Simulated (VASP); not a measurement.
**Se: single point with PBEsol**

Crystal: Se.

```
Se
1.0
     5.95520    0.00000    0.00000
     0.00000    5.95520    0.00000
     0.00000    0.00000    3.18966
Se
4
Direct
  0.89086 0.89086 0.50000
  0.10914 0.10914 0.50000
  0.39086 0.60914 0.00000
  0.60914 0.39086 0.00000
```

This cell differs from its parent crystal: S replaced by Se, lengths x 1.086, strained.

```json
{
  "Program": "VASP 6.6.1",
  "Task": "single point",
  "Functional": "PBEsol",
  "Potentials or basis": "VASP PAW PBE potentials, release 64 (Se)",
  "Cutoff": "520 eV",
  "k mesh": "8 × 8 × 14",
  "Occupations": "gaussian, width 0.1 eV",
  "Spin": "no spin polarisation",
  "Dipole correction": "no",
  "Further INCAR settings": "ALGO = Fast; EDIFF = 1e-06; NBANDS = 20"
}
```

```json
{
  "Pressure": "26.1 GPa",
  "Largest force": "16.076 eV/Å",
  "Band gap on the k mesh": "zero (bands 12 and 13 overlap by 2.09 eV)"
}
```

Forces in eV/Å, atoms in the order of the input:
```
Se  -11.368 -11.368   0.000
Se   11.368  11.368   0.000
Se  -11.368  11.368   0.000
Se   11.368 -11.368   0.000
```

Stress tensor (GPa, compression positive):
```
40.49  0.00  0.00
 0.00 40.49  0.00
 0.00  0.00 -2.78
```

Levels at points of the mesh, in eV from the Fermi level:
| k point | band 8 | band 9 | band 10 | band 11 | band 12 | band 13 | band 14 | band 15 | band 16 | band 17 |
| --- | --- | --- | --- | --- | --- | --- | --- | --- | --- | --- |
| (0.00, 0.00, 0.00) | -5.00 | -2.50 | -2.43 | -2.03 | 1.00 | 2.63 | 2.63 | 4.80 | 5.29 | 5.29 |
| (0.50, 0.00, 0.00) | -3.93 | -2.27 | -2.27 | -0.75 | -0.75 | 2.63 | 2.63 | 3.21 | 3.21 | 5.97 |
| (0.50, 0.50, 0.00) | -5.20 | -2.26 | -2.26 | -0.37 | -0.37 | 2.57 | 2.57 | 4.93 | 4.93 | 5.13 |
| (0.00, 0.00, 0.50) | -4.43 | -4.22 | -4.22 | -1.90 | -1.90 | -0.03 | -0.03 | 3.68 | 3.68 | 4.78 |
| (0.50, 0.00, 0.50) | -4.47 | -4.31 | -4.31 | -2.24 | -2.24 | 0.39 | 0.39 | 5.42 | 5.42 | 5.76 |
| (0.50, 0.50, 0.50) | -4.72 | -4.19 | -4.19 | -1.71 | -1.71 | 0.63 | 0.63 | 3.52 | 3.52 | 5.59 |

Run time: 6.8 min on 1 thread of Oxide Virtual Turin-like Processor, with other jobs on the host, peak memory 0.32 GiB.

Caveat: the cell differs from its parent crystal (S replaced by Se, lengths x 1.086, strained); the stress differs along the axes, from -3 to 40 GPa; this functional lacks dispersion, which holds the molecules together, so the pressure and a relaxed volume are unreliable; the PAW data sets were made with another functional, which shifts forces and pressure a little.
